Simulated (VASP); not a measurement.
# Ba (Cmcm) in VASP: a series of runs

Ba is run at these levels: PBEsol, PBE; tasks: electric field gradients.

Everything below comes from runs of VASP 6.6.1. Logs are shortened: lines on timing, memory, paths and dates and some standing lists are left out, and cuts for length are marked.

## 1. The cell of the first run

Symmetry: Cmcm, No. 63, orthorhombic system. Conventional cell: a = 4.409 Å, b = 7.998 Å, c = 7.431 Å, α = 90.00°, β = 90.00°, γ = 90.00°. Within 5.8 Å of Ba (site symmetry m2m) lie 12 Ba at 4.41 to 4.61 Å.

## 2. Electric field gradients, PBEsol

The input, INCAR:

```
PREC = Accurate
ENCUT = 520
EDIFF = 1E-8
ISMEAR = -1
SIGMA = 0.03
LREAL = F
LASPH = T
NELM = 100
ALGO = Normal
ISIF = 2
LWAVE = F
LCHARG = F
GGA = PS
LEFG = T
NBANDS = 17
```

The input, KPOINTS:

```
Automatic mesh
0
Gamma
  11 11 6
```

The input, POSCAR:

```
Ba
1.0
    2.2043193500     -3.9988569750      0.0000000000
    2.2043193500      3.9988569750      0.0000000000
    0.0000000000      0.0000000000      7.4305148100
Ba
2
Direct
    0.6495962400      0.3504037600      0.2500000000
    0.3504037600      0.6495962400      0.7500000000
```

Potentials or basis: VASP PAW PBE potentials, release 64 (Ba_sv).

Started as:

```
cat potpaw_PBE.64/Ba_sv/POTCAR > POTCAR
mpirun -np 1 vasp_std > vasp.out
```

OUTCAR:

```text
PREC = Accurate
   ENCUT = 520
   EDIFF = 1E-8
   ISMEAR = -1
   LREAL = F
   LASPH = T
   NELM = 100
   ISIF = 2
   GGA = PS

 ion  position               nearest neighbor table
   1  0.650  0.350  0.250-   2 4.42   2 4.42   2 4.61   2 4.61   2 4.61   2 4.61
   2  0.350  0.650  0.750-   1 4.42   1 4.42   1 4.61   1 4.61   1 4.61   1 4.61

  LATTYP: Found a base centered orthorhombic cell.
 ALAT       =     4.4086387000
 B/A-ratio  =     1.8141005635
 C/A-ratio  =     1.6854442642

  Lattice vectors:

 A1 = (   2.2043193500,  -3.9988569750,   0.0000000000)
 A2 = (   2.2043193500,   3.9988569750,   0.0000000000)
 A3 = (   0.0000000000,   0.0000000000,   7.4305148100)

Analysis of symmetry for initial positions (statically):
=====================================================================
 Subroutine PRICEL returns:
 Original cell was already a primitive cell.

 Routine SETGRP: Setting up the symmetry group for a
 base centered orthorhombic supercell.

 Subroutine GETGRP returns: Found  8 space group operations
 (whereof  4 operations were pure point group operations)
 out of a pool of  8 trial point group operations.

The static configuration has the point symmetry C_2h.
 The point group associated with its full space group is D_2h.

Analysis of symmetry for dynamics (positions and initial velocities):
=====================================================================
 Subroutine PRICEL returns:
 Original cell was already a primitive cell.

 Routine SETGRP: Setting up the symmetry group for a
 base centered orthorhombic supercell.

 Subroutine GETGRP returns: Found  8 space group operations
 (whereof  4 operations were pure point group operations)
 out of a pool of  8 trial point group operations.

The dynamic configuration has the point symmetry C_2h.
 The point group associated with its full space group is D_2h.

 Subroutine INISYM returns: Found  8 space group operations
 (whereof  4 operations are pure point group operations),
 and found     1 'primitive' translations

----------------------------------------------------------------------------------------

                                     Primitive cell

  volume of cell :     130.9964

  direct lattice vectors                    reciprocal lattice vectors
     2.204319350 -3.998856975  0.000000000     0.226827388 -0.125035730  0.000000000
     2.204319350  3.998856975  0.000000000     0.226827388  0.125035730  0.000000000
     0.000000000  0.000000000  7.430514810     0.000000000  0.000000000  0.134580177

  length of vectors
     4.566166982  4.566166982  7.430514810     0.259006945  0.259006945  0.134580177

  position of ions in fractional coordinates (direct lattice)
     0.649596240  0.350403760  0.250000000
     0.350403760  0.649596240  0.750000000

  ion indices of the primitive-cell ions
   primitive index   ion index
                 1           1
                 2           2

----------------------------------------------------------------------------------------

 KPOINTS: Automatic mesh

Automatic generation of k-mesh.
 Grid dimensions read from file:
 generate k-points for:   11   11    6

 Generating k-lattice:

  Cartesian coordinates                     Fractional coordinates (reciprocal lattice)
     0.020620672 -0.011366885  0.000000000     0.090909091  0.000000000  0.000000000
     0.020620672  0.011366885  0.000000000     0.000000000  0.090909091  0.000000000
     0.000000000  0.000000000  0.022430030     0.000000000  0.000000000  0.166666667

  Length of vectors
     0.023546086  0.023546086  0.022430030

  Shift w.r.t. Gamma in fractional coordinates (k-lattice)
     0.000000000  0.000000000  0.000000000

 Subroutine IBZKPT returns following result:
 ===========================================

 Found    144 irreducible k-points:

 Following reciprocal coordinates:
            Coordinates               Weight
  0.000000  0.000000  0.000000      1.000000
  0.090909 -0.000000  0.000000      4.000000
  0.181818  0.000000  0.000000      4.000000
  0.272727 -0.000000  0.000000      4.000000
  0.363636 -0.000000  0.000000      4.000000
  0.454545 -0.000000  0.000000      4.000000
[... 16 lines left out ...]
 -0.272727  0.181818  0.000000      4.000000
 -0.181818  0.181818  0.000000      2.000000
 [... further k-points ...]
   k-points           NKPTS =    144   k-points in BZ     NKDIM =    144   number of bands    NBANDS=     17
   number of dos      NEDOS =    301   number of ions     NIONS =      2
   total plane-waves  NPLWV =  72576
   dimension x,y,z NGX =    36 NGY =   36 NGZ =   56
   dimension x,y,z NGXF=    72 NGYF=   72 NGZF=  112
   ions per type =               2
   NGX,Y,Z   is equivalent  to a cutoff of  13.11, 13.11, 12.53 a.u.
   NGXF,Y,Z  is equivalent  to a cutoff of  26.21, 26.21, 25.06 a.u.
 SYSTEM =  unknown system
   PREC   = accura    normal or accurate (medium, high low for compatibility)
   ISTART =      0    job   : 0-new  1-cont  2-samecut
   ICHARG =      2    charge: 1-file 2-atom 10-const
   ISPIN  =      1    spin polarized calculation?
   LNONCOLLINEAR =      F non collinear calculations
   LSORBIT =      F    spin-orbit coupling
   LASPH  =      T    aspherical Exc in radial PAW
   ENCUT  =  520.0 eV  38.22 Ry    6.18 a.u.   8.49  8.49 13.82*2*pi/ulx,y,z
   NELM   =    100;   NELMIN=  2; NELMDL= -5     # of ELM steps
   EDIFF  = 0.1E-07   stopping-criterion for ELM
   LREAL  =      F    real-space projection
   EDIFFG = 0.1E-06   stopping-criterion for IOM
   NSW    =      0    number of steps for IOM
   IBRION =     -1    ionic relax: 0-MD 1-quasi-New 2-CG
   NFREE  =      0    steps in history (QN), initial steepest desc. (CG)
   ISIF   =      2    stress and relaxation
   ISYM   =      2    0-nonsym 1-usesym 2-fastsym
   POTIM  = 0.5000    time-step for ionic-motion
   TEBEG  =    0.0;   TEEND  =   0.0 temperature during run
   PSTRESS=    0.0 pullay stress
   NELECT =      20.0000    total number of electrons
   NUPDOWN=      -1.0000    fix difference up-down
   EMIN   =  10.00;   EMAX   =-10.00  energy-range for DOS
   EFERMI =   0.00;   METHOD = LEGACY
   ISMEAR =    -1;   SIGMA  =   0.03  broadening in eV -4-tet -1-fermi 0-gaus
   EFERMI_NEDOS =   21; number of points for ismear=-14 and -15
   IALGO  =     38    algorithm
   IMIX   =      4    mixing-type and parameters
     AMIX     =   0.40;   BMIX     =  1.00
     AMIX_MAG =   1.60;   BMIX_MAG =  1.00
  volume/ion in A,a.u.               =      65.50       442.00
  Fermi-wavevector in a.u.,A,eV,Ry     =   0.874981  1.653473 10.416498  0.765591
  Thomas-Fermi vector in A             =   1.994588
   LORBIT       =      0    0 simple, 1 ext, 2 COOP (PROOUT), +10 PAW based schemes
   GGA     = PS    functional components
   LHFCALC =     F    Hartree Fock is set to
   AEXX    =    0.0000 exact exchange contribution
   IVDW    =     0    specifies the selected vdW correction
   LEPSILON=     F    determine dielectric tensor
   LRPA    =     F    only Hartree local field effects (RPA)
 non-spin polarized calculation
  energy-cutoff  :      520.00
  volume of cell :      131.00
 maximum number of plane-waves:      3548
 NGX is ok and might be reduce to    36
   NGX = 17   NGY = 17   NGZ = 27

 number of electron      19.9999999 magnetization

 Free energy of the ion-electron system (eV)
  ---------------------------------------------------
  ext. energy  EPLUGINS =         0.00000000
  ---------------------------------------------------
  free energy    TOTEN  =        -4.23498871 eV

  energy without entropy =       -4.22572669  energy(sigma->0) =       -4.23035770

 E-fermi :   1.4282     XC(G=0):  -7.3797

 val. band max:        1.4236026651   @ k =   0.3636   0.0909   0.1667
 cond. band min:       1.4314915401   @ k =  -0.3636   0.2727   0.0000
 fundamental gap:      0.0078888749
 Fermi energy:         1.4281672796

 k-point     1 :       0.0000    0.0000    0.0000
  band No.  band energies     occupation
      1     -27.5004      2.00000
      2     -27.4673      2.00000
      3     -12.8609      2.00000
      4     -12.5319      2.00000
      5     -12.4786      2.00000
      6     -12.4604      2.00000
[... 9 lines left out ...]
     16       3.6735      0.00000
     17       3.8116      0.00000

 k-point     2 :       0.0909   -0.0000    0.0000
  band No.  band energies     occupation
      1     -27.4978      2.00000
      2     -27.4658      2.00000
      3     -12.8505      2.00000
      4     -12.5430      2.00000
      5     -12.5049      2.00000
      6     -12.4788      2.00000
[... 9 lines left out ...]
     16       3.6929      0.00000
     17       3.7063      0.00000

 k-point     3 :       0.1818    0.0000    0.0000
  band No.  band energies     occupation
      1     -27.4908      2.00000
      2     -27.4619      2.00000
      3     -12.8214      2.00000
      4     -12.5980      2.00000
      5     -12.5545      2.00000
      6     -12.5441      2.00000
[... 9 lines left out ...]
     16       3.6622      0.00000
     17       3.7193      0.00000

 k-point     4 :       0.2727   -0.0000    0.0000
  band No.  band energies     occupation
      1     -27.4814      2.00000
      2     -27.4570      2.00000
      3     -12.7796      2.00000
      4     -12.6948      2.00000
      5     -12.6428      2.00000
      6     -12.5757      2.00000
[... 9 lines left out ...]
     16       4.0017      0.00000
     17       4.1636      0.00000
[... 343 lines left out ...]
      1     -27.4780      2.00000
      2     -27.4582      2.00000
      3     -12.7499      2.00000
      4     -12.6919      2.00000
      5     -12.6824      2.00000
      6     -12.5702      2.00000
[... 9 lines left out ...]
     16       3.9447      0.00000
     17       4.6092      0.00000

 k-point    23 :      -0.2727    0.1818    0.0000
  band No.  band energies     occupation
      1     -27.4862      2.00000
      2     -27.4617      2.00000
      3     -12.7902      2.00000
      4     -12.6560      2.00000
      5     -12.6107      2.00000
      6     -12.5277      2.00000
[... 9 lines left out ...]
     16       3.7879      0.00000
     17       4.1847      0.00000

 k-point    24 :      -0.1818    0.1818    0.0000
  band No.  band energies     occupation
      1     -27.4919      2.00000
      2     -27.4641      2.00000
      3     -12.8185      2.00000
      4     -12.6166      2.00000
      5     -12.5544      2.00000
      6     -12.5063      2.00000
[... 9 lines left out ...]
     16       3.9010      0.00000
     17       3.9101      0.00000

 [... further k-points ...]

------------------------ aborting loop because EDIFF is reached ----------------------------------------

  FORCE on cell =-STRESS in cart. coord.  units (eV):
  Direction    XX          YY          ZZ          XY          YZ          ZX
  --------------------------------------------------------------------------------------
  -------------------------------------------------------------------------------------
  Total       -0.6179390     -0.7485810     -0.7149556      0.0000000     -0.0000000      0.0000000
  in kB       -7.5578257     -9.1556689     -8.7444077      0.0000000     -0.0000000      0.0000000
  external PRESSURE =      -8.4859674 kB  Pullay stress =       0.0000000 kB

 VOLUME and BASIS-vectors are now :
 -----------------------------------------------------------------------------
  energy-cutoff  :      520.00
  volume of cell :      131.00
      direct lattice vectors                 reciprocal lattice vectors
     2.204319350 -3.998856975  0.000000000     0.226827388 -0.125035730  0.000000000
     2.204319350  3.998856975  0.000000000     0.226827388  0.125035730  0.000000000
     0.000000000  0.000000000  7.430514810     0.000000000  0.000000000  0.134580177

 POSITION                                       TOTAL-FORCE (eV/Angst)
 -----------------------------------------------------------------------------------
      2.20432     -1.19643      1.85763         0.000000     -0.028575     -0.000000
      2.20432      1.19643      5.57289         0.000000      0.028575      0.000000
 -----------------------------------------------------------------------------------
    total drift:                                0.000000     -0.000000      0.000000

  FREE ENERGIE OF THE ION-ELECTRON SYSTEM (eV)
  ---------------------------------------------------
  free  energy   TOTEN  =        -4.2349887111 eV

  energy  without entropy=       -4.2257266906  energy(sigma->0) =       -4.23035770

 Electric field gradients (V/A^2)
---------------------------------------------------------------------
 ion       V_xx      V_yy      V_zz      V_xy      V_xz      V_yz
---------------------------------------------------------------------
   1       6.857     4.074   -10.931     0.000     0.000    -0.000
   2       6.857     4.074   -10.931     0.000    -0.000     0.000
---------------------------------------------------------------------

 Electric field gradients after diagonalization (V/A^2)
 (convention: |V_zz| > |V_xx| > |V_yy|)
----------------------------------------------------------------------
 ion       V_xx      V_yy      V_zz     asymmetry (V_yy - V_xx)/ V_zz
----------------------------------------------------------------------
   1       6.857     4.074   -10.931       0.255
   2       6.857     4.074   -10.931       0.255
----------------------------------------------------------------------

           NMR quadrupolar parameters

 Cq : quadrupolar parameter    Cq=e*Q*V_zz/h
 eta: asymmetry parameters     (V_yy - V_xx)/ V_zz
 Q  : nuclear electric quadrupole moment in mb (millibarn)
----------------------------------------------------------------------
 ion       Cq(MHz)       eta       Q (mb)
----------------------------------------------------------------------
   1      -0.026       0.255       1.000
   2      -0.026       0.255       1.000
----------------------------------------------------------------------
```

It took 2.8 min on 1 thread of Intel Xeon Platinum 8488C (Sapphire Rapids), shared host; peak memory 0.42 GiB.

What came out:

* Free energy: -4.2350 eV
* Pressure: -0.8 GPa
* Largest force: 0.029 eV/Å
* Band gap on the k mesh: zero (bands 10 and 11 overlap by 0.36 eV)
* Largest electric field gradient by atom: Ba -10.9 V/Å²

Forces on the atoms (eV/Å):
```
Ba   0.000 -0.029  0.000
Ba   0.000  0.029  0.000
```

Electric field gradients, principal values (V/Å²):
| atom | least | middle | greatest (by size) |
| --- | --- | --- | --- |
| 1 Ba | 4.074 | 6.857 | -10.931 |
| 2 Ba | 4.074 | 6.857 | -10.931 |

Caveat: without QUAD_EFG the Cq values of the log hold for a quadrupole moment of 1 mb, not for the nuclei; the PAW data sets were made with another functional, which shifts forces and pressure a little; spin-orbit coupling is left out, which moves the levels of the heavy elements.

(Continued in part 2 of 2.)
